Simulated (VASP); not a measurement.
Runs of VASP 6.6.1 on HfN. The structure is that of space group I4/mmm (No. 139), or close to it. The cells are those of the table. 

| cell | gap on the mesh (eV) | pressure (GPa) |
| --- | --- | --- |
| a = 3.264, b = 3.264, c = 3.450 Å, angles 58.1, 58.1, 63.8°, 2 atoms | none | -21.5 |
| a = 3.205, b = 3.205, c = 3.450 Å, angles 57.4, 57.4, 65.1°, 2 atoms | none | (b) |
| a = 3.259, b = 3.259, c = 3.322 Å, angles 59.4, 59.4, 61.3°, 2 atoms | none | -22.1 |
| a = 3.325, b = 3.325, c = 3.195 Å, angles 61.3, 61.3, 57.4°, 2 atoms | none | -19.6 |
| a = 3.325, b = 3.325, c = 3.450 Å, angles 58.7, 58.7, 62.5°, 2 atoms | none | -31.9 |
| a = 3.387, b = 3.387, c = 3.450 Å, angles 59.4, 59.4, 61.2°, 2 atoms | none | (a) |
| a = 3.197, b = 3.197, c = 3.322 Å, angles 58.7, 58.7, 62.6°, 2 atoms | none | -10.6 |

Alike in all rows: task single point; level PBEsol; potentials or basis VASP PAW PBE potentials, release 64 (Hf_pv, N); no spin polarisation; k mesh 18 × 18 × 18; cutoff (eV) 520; smearing gaussian 0.15 eV.

Q: Estimate the missing entries.

A: (a) -38.3; (b) -5.6.

Caveats: the PAW data sets were made with another functional, which shifts forces and pressure a little; spin-orbit coupling is left out, which moves the levels of the heavy elements; the stress differs along the axes, from -35 to 5 GPa (at least some runs); the stress differs along the axes, from -31 to 45 GPa (at least some runs); the stress differs along the axes, from -27 to -13 GPa (at least some runs); the stress differs along the axes, from -34 to -12 GPa (at least some runs); the stress differs along the axes, from -38 to -20 GPa (at least some runs).

A k mesh can miss the band edges, and the runs leave out spin-orbit coupling on Hf.

A gap of «none» marks levels without a gap at the run's occupations.
